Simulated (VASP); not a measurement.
# V (I4_1/amd) in VASP: a series of runs

V is run at these levels: PBEsol; tasks: single point.

Program: VASP 6.6.1. These are calculated values, not measurements. Logs are shortened: lines on timing, memory, paths and dates and some standing lists are left out, and cuts for length are marked.

### Step 1. The cell of the first run

Symmetry: I4_1/amd, No. 141, tetragonal system. Conventional cell: a = 3.993 Å, b = 3.993 Å, c = 2.302 Å, α = 90.00°, β = 90.00°, γ = 90.00°. V (site symmetry -4m2) has 10 V at 2.08 to 2.64 Å within 2.8 Å.

### Step 2. Single point, PBEsol

File INCAR:

```
ALGO = Normal
EDIFF = 1E-7
ENCUT = 520
GGA = PS
ISIF = 2
ISMEAR = -1
LASPH = True
LCHARG = False
LREAL = False
LWAVE = False
NBANDS = 20
NELM = 80
PREC = Accurate
SIGMA = 0.05
```

File KPOINTS:

```
k-points
0
Gamma
  19 19 19
```

File POSCAR:

```
V
1.0
   -1.9963315047      1.9963315047      1.1509785392
    1.9963315047     -1.9963315047      1.1509785392
    1.9963315047      1.9963315047     -1.1509785392
V
2
Direct
   -0.3750000000     -0.1250000000     -0.2500000000
    0.3750000000      0.1250000000      0.2500000000
```

Potentials or basis: VASP PAW PBE potentials, release 64 (V_sv).

Started as:

```console
$ cat potpaw_PBE.64/V_sv/POTCAR > POTCAR
$ mpirun -np 1 vasp_std > vasp.out
```

OUTCAR:

```text
EDIFF = 1E-7
   ENCUT = 520
   GGA = PS
   ISIF = 2
   ISMEAR = -1
   LASPH = True
   LREAL = False
   NELM = 80
   PREC = Accurate

 ion  position               nearest neighbor table
   1  0.625  0.875  0.750-   2 2.08   2 2.08   2 2.08   2 2.08   2 2.64   2 2.64   2 2.64   2 2.64

   2  0.375  0.125  0.250-   1 2.08   1 2.08   1 2.08   1 2.08   1 2.64   1 2.64   1 2.64   1 2.64

  LATTYP: Found a body centered tetragonal cell.
 ALAT       =     3.9926630094
 C/A-ratio  =     0.5765467992

  Lattice vectors:

 A1 = (  -1.9963315047,   1.9963315047,   1.1509785392)
 A2 = (   1.9963315047,  -1.9963315047,   1.1509785392)
 A3 = (   1.9963315047,   1.9963315047,  -1.1509785392)

Analysis of symmetry for initial positions (statically):
=====================================================================
 Subroutine PRICEL returns:
 Original cell was already a primitive cell.

 Routine SETGRP: Setting up the symmetry group for a
 body centered tetragonal supercell.

 Subroutine GETGRP returns: Found 16 space group operations
 (whereof  4 operations were pure point group operations)
 out of a pool of 16 trial point group operations.

The static configuration has the point symmetry C_2h.
 The point group associated with its full space group is D_4h.

Analysis of symmetry for dynamics (positions and initial velocities):
=====================================================================
 Subroutine PRICEL returns:
 Original cell was already a primitive cell.

 Routine SETGRP: Setting up the symmetry group for a
 body centered tetragonal supercell.

 Subroutine GETGRP returns: Found 16 space group operations
 (whereof  4 operations were pure point group operations)
 out of a pool of 16 trial point group operations.

The dynamic configuration has the point symmetry C_2h.
 The point group associated with its full space group is D_4h.

 Subroutine INISYM returns: Found 16 space group operations
 (whereof  4 operations are pure point group operations),
 and found     1 'primitive' translations

----------------------------------------------------------------------------------------

                                     Primitive cell

  volume of cell :      18.3482

  direct lattice vectors                    reciprocal lattice vectors
    -1.996331505  1.996331505  1.150978539     0.000000000  0.250459405  0.434412965
     1.996331505 -1.996331505  1.150978539     0.250459405  0.000000000  0.434412965
     1.996331505  1.996331505 -1.150978539     0.250459405  0.250459405  0.000000000

  length of vectors
     3.048840854  3.048840854  3.048840854     0.501442457  0.501442457  0.354203087

  position of ions in fractional coordinates (direct lattice)
     0.625000000  0.875000000  0.750000000
     0.375000000  0.125000000  0.250000000

  ion indices of the primitive-cell ions
   primitive index   ion index
                 1           1
                 2           2

----------------------------------------------------------------------------------------

 KPOINTS: k-points

Automatic generation of k-mesh.
 Grid dimensions read from file:
 generate k-points for:   19   19   19

 Generating k-lattice:

  Cartesian coordinates                     Fractional coordinates (reciprocal lattice)
     0.000000000  0.013182074  0.022863840     0.052631579  0.000000000  0.000000000
     0.013182074  0.000000000  0.022863840     0.000000000  0.052631579  0.000000000
     0.013182074  0.013182074  0.000000000     0.000000000  0.000000000  0.052631579

  Length of vectors
     0.026391708  0.026391708  0.018642268

  Shift w.r.t. Gamma in fractional coordinates (k-lattice)
     0.000000000  0.000000000  0.000000000

 Subroutine IBZKPT returns following result:
 ===========================================

 Found    550 irreducible k-points:

 Following reciprocal coordinates:
            Coordinates               Weight
  0.000000  0.000000  0.000000      1.000000
  0.052632  0.000000 -0.000000      8.000000
  0.105263  0.000000 -0.000000      8.000000
  0.157895  0.000000  0.000000      8.000000
  0.210526  0.000000  0.000000      8.000000
  0.263158  0.000000  0.000000      8.000000
[... 16 lines left out ...]
 -0.315789  0.052632  0.000000     16.000000
 -0.263158  0.052632  0.000000     16.000000
 [... further k-points ...]
   k-points           NKPTS =    550   k-points in BZ     NKDIM =    550   number of bands    NBANDS=     20
   number of dos      NEDOS =    301   number of ions     NIONS =      2
   total plane-waves  NPLWV =  13824
   dimension x,y,z NGX =    24 NGY =   24 NGZ =   24
   dimension x,y,z NGXF=    48 NGYF=   48 NGZF=   48
   ions per type =               2
   NGX,Y,Z   is equivalent  to a cutoff of  13.09, 13.09, 13.09 a.u.
   NGXF,Y,Z  is equivalent  to a cutoff of  26.17, 26.17, 26.17 a.u.
 SYSTEM =  unknown system
   PREC   = accura    normal or accurate (medium, high low for compatibility)
   ISTART =      0    job   : 0-new  1-cont  2-samecut
   ICHARG =      2    charge: 1-file 2-atom 10-const
   ISPIN  =      1    spin polarized calculation?
   LNONCOLLINEAR =      F non collinear calculations
   LSORBIT =      F    spin-orbit coupling
   LASPH  =      T    aspherical Exc in radial PAW
   ENCUT  =  520.0 eV  38.22 Ry    6.18 a.u.   5.67  5.67  5.67*2*pi/ulx,y,z
   NELM   =     80;   NELMIN=  2; NELMDL= -5     # of ELM steps
   EDIFF  = 0.1E-06   stopping-criterion for ELM
   LREAL  =      F    real-space projection
   EDIFFG = 0.1E-05   stopping-criterion for IOM
   NSW    =      0    number of steps for IOM
   IBRION =     -1    ionic relax: 0-MD 1-quasi-New 2-CG
   NFREE  =      0    steps in history (QN), initial steepest desc. (CG)
   ISIF   =      2    stress and relaxation
   ISYM   =      2    0-nonsym 1-usesym 2-fastsym
   POTIM  = 0.5000    time-step for ionic-motion
   TEBEG  =    0.0;   TEEND  =   0.0 temperature during run
   PSTRESS=    0.0 pullay stress
   NELECT =      26.0000    total number of electrons
   NUPDOWN=      -1.0000    fix difference up-down
   EMIN   =  10.00;   EMAX   =-10.00  energy-range for DOS
   EFERMI =   0.00;   METHOD = LEGACY
   ISMEAR =    -1;   SIGMA  =   0.05  broadening in eV -4-tet -1-fermi 0-gaus
   EFERMI_NEDOS =   21; number of points for ismear=-14 and -15
   IALGO  =     38    algorithm
   IMIX   =      4    mixing-type and parameters
     AMIX     =   0.40;   BMIX     =  1.00
     AMIX_MAG =   1.60;   BMIX_MAG =  1.00
  volume/ion in A,a.u.               =       9.17        61.91
  Fermi-wavevector in a.u.,A,eV,Ry     =   1.838803  3.474833 46.003949  3.381195
  Thomas-Fermi vector in A             =   2.891488
   LORBIT       =      0    0 simple, 1 ext, 2 COOP (PROOUT), +10 PAW based schemes
   GGA     = PS    functional components
   LHFCALC =     F    Hartree Fock is set to
   AEXX    =    0.0000 exact exchange contribution
   IVDW    =     0    specifies the selected vdW correction
   LEPSILON=     F    determine dielectric tensor
   LRPA    =     F    only Hartree local field effects (RPA)
 non-spin polarized calculation
  energy-cutoff  :      520.00
  volume of cell :       18.35
 maximum number of plane-waves:       509
   NGX = 11   NGY = 11   NGZ = 11

 number of electron      25.9999992 magnetization

 Free energy of the ion-electron system (eV)
  ---------------------------------------------------
  ext. energy  EPLUGINS =         0.00000000
  ---------------------------------------------------
  free energy    TOTEN  =       -15.67156581 eV

  energy without entropy =      -15.66177591  energy(sigma->0) =      -15.66667086

 E-fermi :  15.8453     XC(G=0): -15.2430

 val. band max:       15.8436943329   @ k =  -0.1053   0.4737   0.0526
 cond. band min:      15.8469113519   @ k =   0.2632   0.2632   0.1579
 fundamental gap:      0.0032170190
 Fermi energy:        15.8453066986

 k-point     1 :       0.0000    0.0000    0.0000
  band No.  band energies     occupation
      1     -48.5749      2.00000
      2     -46.8085      2.00000
      3     -23.2091      2.00000
      4     -23.2091      2.00000
      5     -20.7435      2.00000
      6     -20.6963      2.00000
[... 12 lines left out ...]
     19      22.9705      0.00000
     20      27.4241      0.00000

 k-point     2 :       0.0526    0.0000   -0.0000
  band No.  band energies     occupation
      1     -48.5560      2.00000
      2     -46.8109      2.00000
      3     -23.2064      2.00000
      4     -23.1808      2.00000
      5     -20.7979      2.00000
      6     -20.7540      2.00000
[... 12 lines left out ...]
     19      22.8331      0.00000
     20      27.6341      0.00000

 k-point     3 :       0.1053    0.0000   -0.0000
  band No.  band energies     occupation
      1     -48.5004      2.00000
      2     -46.8182      2.00000
      3     -23.1984      2.00000
      4     -23.1001      2.00000
      5     -20.9598      2.00000
      6     -20.9117      2.00000
[... 12 lines left out ...]
     19      22.5604      0.00000
     20      28.2090      0.00000

 k-point     4 :       0.1579    0.0000    0.0000
  band No.  band energies     occupation
      1     -48.4122      2.00000
      2     -46.8308      2.00000
      3     -23.1857      2.00000
      4     -22.9800      2.00000
      5     -21.2282      2.00000
      6     -21.1216      2.00000
[... 12 lines left out ...]
     19      22.3435      0.00000
     20      28.9814      0.00000

 k-point     5 :       0.2105    0.0000    0.0000
  band No.  band energies     occupation
      1     -48.2982      2.00000
      2     -46.8494      2.00000
      3     -23.1692      2.00000
      4     -22.8460      2.00000
      5     -21.5603      2.00000
      6     -21.3496      2.00000
[... 12 lines left out ...]
     19      22.2062      0.00000
     20      29.6917      0.00000

 k-point     6 :       0.2632    0.0000    0.0000
  band No.  band energies     occupation
      1     -48.1675      2.00000
      2     -46.8747      2.00000
      3     -23.1506      2.00000
      4     -22.7461      2.00000
      5     -21.8990      2.00000
      6     -21.5487      2.00000
[... 12 lines left out ...]
     19      22.0829      0.00000
     20      30.0650      0.00000

 k-point     7 :       0.3158    0.0000   -0.0000
  band No.  band energies     occupation
      1     -48.0312      2.00000
      2     -46.9064      2.00000
      3     -23.1316      2.00000
      4     -22.7549      2.00000
      5     -22.1852      2.00000
      6     -21.6511      2.00000
[... 12 lines left out ...]
     19      21.9286      0.00000
     20      29.9897      0.00000
[... 277 lines left out ...]
 k-point    20 :      -0.4737    0.0526    0.0000
  band No.  band energies     occupation
      1     -47.7658      2.00000
      2     -47.0120      2.00000
      3     -23.1719      2.00000
      4     -22.9778      2.00000
      5     -22.5439      2.00000
      6     -21.4103      2.00000
[... 12 lines left out ...]
     19      22.1193      0.00000
     20      28.4708      0.00000

 k-point    21 :      -0.4211    0.0526   -0.0000
  band No.  band energies     occupation
      1     -47.8555      2.00000
      2     -46.9909      2.00000
      3     -23.1494      2.00000
      4     -22.8524      2.00000
      5     -22.4231      2.00000
      6     -21.4669      2.00000
[... 12 lines left out ...]
     19      21.6059      0.00000
     20      28.9195      0.00000

 k-point    22 :      -0.3684    0.0526    0.0000
  band No.  band energies     occupation
      1     -47.9779      2.00000
      2     -46.9608      2.00000
      3     -23.1570      2.00000
      4     -22.6901      2.00000
      5     -22.2428      2.00000
      6     -21.5217      2.00000
[... 12 lines left out ...]
     19      21.7547      0.00000
     20      29.1033      0.00000

 k-point    23 :      -0.3158    0.0526    0.0000
  band No.  band energies     occupation
      1     -48.1142      2.00000
      2     -46.9296      2.00000
      3     -23.1730      2.00000
      4     -22.6344      2.00000
      5     -21.9767      2.00000
      6     -21.4734      2.00000
[... 12 lines left out ...]
     19      21.9214      0.00000
     20      29.1024      0.00000

 k-point    24 :      -0.2632    0.0526    0.0000
  band No.  band energies     occupation
      1     -48.2489      2.00000
      2     -46.9009      2.00000
      3     -23.1884      2.00000
      4     -22.7180      2.00000
      5     -21.6419      2.00000
      6     -21.3136      2.00000
[... 12 lines left out ...]
     19      22.0252      0.00000
     20      28.8088      0.00000

 [... further k-points ...]

------------------------ aborting loop because EDIFF is reached ----------------------------------------

  FORCE on cell =-STRESS in cart. coord.  units (eV):
  Direction    XX          YY          ZZ          XY          YZ          ZX
  --------------------------------------------------------------------------------------
  -------------------------------------------------------------------------------------
  Total       15.5592117     15.5592117     15.1954549     -0.0000000     -0.0000000      0.0000000
  in kB     1358.6438743   1358.6438743   1326.8803071     -0.0000000     -0.0000000      0.0000000
  external PRESSURE =    1348.0560186 kB  Pullay stress =       0.0000000 kB

 VOLUME and BASIS-vectors are now :
 -----------------------------------------------------------------------------
  energy-cutoff  :      520.00
  volume of cell :       18.35
      direct lattice vectors                 reciprocal lattice vectors
    -1.996331505  1.996331505  1.150978539     0.000000000  0.250459405  0.434412965
     1.996331505 -1.996331505  1.150978539     0.250459405  0.000000000  0.434412965
     1.996331505  1.996331505 -1.150978539     0.250459405  0.250459405  0.000000000

 POSITION                                       TOTAL-FORCE (eV/Angst)
 -----------------------------------------------------------------------------------
      1.99633      0.99817      0.86323        -0.000000     -0.000000     -0.000000
      0.00000      0.99817      0.28774         0.000000      0.000000      0.000000
 -----------------------------------------------------------------------------------
    total drift:                               -0.000000      0.000000      0.000000

  FREE ENERGIE OF THE ION-ELECTRON SYSTEM (eV)
  ---------------------------------------------------
  free  energy   TOTEN  =       -15.6715658133 eV

  energy  without entropy=      -15.6617759092  energy(sigma->0) =      -15.66667086
```

It took 3.1 min on 1 thread of AMD EPYC 7R43 (Zen 3), shared host; peak memory 0.23 GiB.

Results:

| Item | Value |
| --- | --- |
| Free energy | -15.6716 eV |
| Pressure | 134.8 GPa |
| Band gap on the k mesh | zero (band 13 reaches 16.67 eV, above the bottom of band 14 at 15.11 eV) |

Levels at points of the mesh, in eV from the Fermi level:
| k point | band 9 | band 10 | band 11 | band 12 | band 13 | band 14 | band 15 | band 16 | band 17 | band 18 |
| --- | --- | --- | --- | --- | --- | --- | --- | --- | --- | --- |
| (0.00, 0.00, 0.00) | -7.45 | -6.99 | -3.46 | -2.50 | -1.47 | 2.02 | 2.02 | 2.17 | 2.17 | 5.75 |

Caveat: the PAW data sets were made with another functional, which shifts forces and pressure a little.

### Step 3. Single point, PBEsol

File INCAR:

```
PREC = Accurate ; ENCUT = 520
EDIFF = 1E-7 ; ISMEAR = -1
SIGMA = 0.05 ; LREAL = False
LASPH = True ; NELM = 100
ALGO = Normal ; ISIF = 2
LWAVE = False ; LCHARG = False
GGA = PS ; NBANDS = 20
```

File KPOINTS:

```
regular mesh
0
Gamma
  19 19 19
```

File POSCAR:

```
V
1.0
   -1.9963424745      1.9963424745      1.1508835287
    1.9963424745     -1.9963424745      1.1508835287
    1.9963424745      1.9963424745     -1.1508835287
V
2
Direct
   -0.3750000000     -0.1250000000     -0.2500000000
    0.3750000000      0.1250000000      0.2500000000
```

Potentials or basis: VASP PAW PBE potentials, release 64 (V_sv).

Started as:

```console
$ cat potpaw_PBE.64/V_sv/POTCAR > POTCAR
$ mpirun -np 1 vasp_std > vasp.out
```

It took 2.1 min on 1 thread of Intel Xeon Platinum 8488C (Sapphire Rapids), shared host; peak memory 0.27 GiB.

Results (log left out):

* Free energy: -15.6705 eV
* Pressure: 134.8 GPa
* Band gap on the k mesh: zero (band 13 reaches 16.68 eV, above the bottom of band 14 at 15.11 eV)

Stress tensor (GPa, compression positive):
```
135.89   0.00   0.00
  0.00 135.89   0.00
  0.00   0.00 132.76
```

Levels at points of the mesh, in eV from the Fermi level:
| k point | band 9 | band 10 | band 11 | band 12 | band 13 | band 14 | band 15 | band 16 | band 17 | band 18 |
| --- | --- | --- | --- | --- | --- | --- | --- | --- | --- | --- |
| (0.00, 0.00, 0.00) | -7.45 | -6.99 | -3.47 | -2.50 | -1.47 | 2.02 | 2.02 | 2.17 | 2.17 | 5.75 |

Caveat: the PAW data sets were made with another functional, which shifts forces and pressure a little.
